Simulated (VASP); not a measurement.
Na2S, 3 atoms in the cell. It takes space group Fm-3m (No. 225, cubic). Conventional cell: a = 6.547 Å, b = 6.547 Å, c = 6.547 Å, α = 90.00°, β = 90.00°, γ = 90.00°. Na (site symmetry -43m) has 4 S at 2.83 Å and 6 Na at 3.27 Å within 3.7 Å. Within 3.7 Å of S (site symmetry m-3m) lie 8 Na at 2.83 Å. 

* Program: VASP 6.6.1
* Task: relaxation of cell and atoms
* Functional: PBE
* Potentials or basis: VASP PAW PBE potentials, release 64 (Na_pv, S)
* Cutoff: 500 eV
* k mesh: 8 × 8 × 8
* Occupations: gaussian, width 0.02 eV
* Spin: no spin polarisation
* Dipole correction: no
* Further INCAR settings: ALGO = Normal; EDIFF = 1e-07; IBRION = 2; EDIFFG = -0.005; NSW = 100; ISIF = 3

Potentials or basis: VASP PAW PBE potentials, release 64 (Na_pv, S).

Run with:

```console
$ cat potpaw_PBE.64/Na_pv/POTCAR potpaw_PBE.64/S/POTCAR > POTCAR
$ mpirun -np 1 vasp_std > vasp.out
```

Hardware: 1 thread of Intel(R) Xeon(R) Platinum 8488C (Sapphire Rapids) (shared host).

How long does it take, and how much memory?

Wall time 57 s on 1 thread of Intel(R) Xeon(R) Platinum 8488C (Sapphire Rapids), with other jobs on the host, peak memory 0.2 GiB. Counts: scf iterations 31, k points 29, ion steps 3.
